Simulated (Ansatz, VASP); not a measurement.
Mg3ZnTe4 in VASP and in Ansatz

```
CELL_PARAMETERS angstrom
4.53752 0.00000 0.00000
-2.26876 3.92961 0.00000
0.00000 0.00000 14.91083
ATOMIC_POSITIONS crystal
Mg 0.66667 0.33333 0.00492
Mg 0.66667 0.33333 0.49544
Mg 0.00000 0.00000 0.75029
Zn 0.00000 0.00000 0.25038
Te 0.66667 0.33333 0.19476
Te 0.66667 0.33333 0.68450
Te 0.00000 0.00000 0.43050
Te 0.00000 0.00000 0.93922
```

Alike in both runs: functional PBE; k mesh 6 × 6 × 2; occupations gaussian, width 0.02 eV; no spin polarisation.

Ansatz relaxed the structure, and its values are those at the end. VASP's run is a single point on that final structure, the one shown.

|  | VASP | Ansatz |
| --- | --- | --- |
| version | VASP 6.6.1 | Ansatz 0.2.0 |
| potentials or method | VASP PAW PBE potentials, release 64 (Mg, Zn, Te), cutoff 520 eV | scalar-relativistic, plane waves, PAW |
| valence electrons in the cell | 42 | 106 |

Ansatz gave:

* gap on the k mesh at the Fermi level (eV): 1.48
* least direct gap on the mesh (eV): 1.48
* pressure (GPa): 0.0
* rms of the force components (eV/Å): 0.000

Problem. What did VASP give for the same quantities?

Solution. gap on the k mesh at the Fermi level (eV): 1.47; least direct gap on the mesh (eV): 1.47; pressure (GPa): 0.0; rms of the force components (eV/Å): 0.003.

VASP's potentials hold 42 valence electrons a cell and Ansatz's 106, so a difference there can come from the potentials and not from the codes.

Spin-orbit coupling is off throughout.
